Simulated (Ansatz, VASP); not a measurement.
**LiCl: VASP beside Ansatz**

POSCAR

```
LiCl
1.0
    0.0000000000      2.5647700000      2.5647700000
    2.5647700000      0.0000000000      2.5647700000
    2.5647700000      2.5647700000      0.0000000000
Cl Li
1 1
Direct
    0.5000000000      0.5000000000      0.5000000000
    0.0000000000      0.0000000000      0.0000000000
```

Contents of INCAR.step1:

```
  ALGO = Normal
  EDIFF = 1E-5
  ENCUT = 520
  GGA = PE
  ISIF = 2
  ISMEAR = -1
  LASPH = True
  LCHARG = False
  LREAL = False
  LWAVE = True
  NBANDS = 12
  NELM = 100
  PREC = Accurate
  SIGMA = 0.05
```

Contents of INCAR.step2:

```
  AEXX = 0.2
  ALGO = Normal
  EDIFF = 1E-6
  ENCUT = 520
  GGA = PE
  HFSCREEN = 0.2
  ISIF = 2
  ISMEAR = -1
  ISTART = 1
  LASPH = True
  LCHARG = False
  LHFCALC = True
  LREAL = False
  LWAVE = False
  NBANDS = 12
  NELM = 100
  PREC = Accurate
  PRECFOCK = Normal
  SIGMA = 0.05
```

The input KPOINTS:

```
k-points
0
Gamma
  5 5 5
```

Contents of input.yaml:

```yaml
crystal:
  lattice:
    - [0.0, 2.56477, 2.56477]
    - [2.56477, 0.0, 2.56477]
    - [2.56477, 2.56477, 0.0]
  atoms:
    - { symbol: Cl, position: [0.5, 0.5, 0.5] }
    - { symbol: Li, position: [0.0, 0.0, 0.0] }
hamiltonian:
  xc: { exchange: pbe, correlation: pbe, exx: { coeff: 0.2, omega: 0.2 } }
  pseudopotentials: { kind: paw }
kpoints:
  mp_grid: { grid: [5, 5, 5] }
scf:
  occupations: { method: fermi_dirac, width: 0.05 }
output:
  forces: true
  stress: true
  eigenvalues: true
  write_density: true
  write_potential: true
  elf: true
  volumetric_format: npy
```

Alike in both runs: task single point; functional PBE-based screened hybrid; k mesh 5 × 5 × 5; occupations fermi-dirac, width 0.05 eV; no spin polarisation.

|  | VASP | Ansatz |
| --- | --- | --- |
| version | VASP 6.6.1 | Ansatz 0.2.0 |
| potentials or method | VASP PAW PBE potentials, release 64 (Cl, Li_sv) | Ansatz PAW |
| plane-wave cutoff (eV) | 520 | 420 |
| valence electrons in the cell | 10 | 10 |

|  | VASP | Ansatz | Ansatz less VASP |
| --- | --- | --- | --- |
| gap on the k mesh at the Fermi level (eV) | 7.47 | 7.46 | -0.008 |
| least direct gap on the mesh (eV) | 7.47 | 7.46 | -0.008 |

VASP's potentials were made for PBE, not for PBE-based screened hybrid.

The k mesh is coarse, so the values compare programs but aren't converged. Noted on VASP's run: the cutoff is short for stress, so the pressure is rough. Noted on Ansatz's run: odd divisions of the mesh miss points on the zone boundary, where band edges often lie, so the gap on the mesh can be too wide.
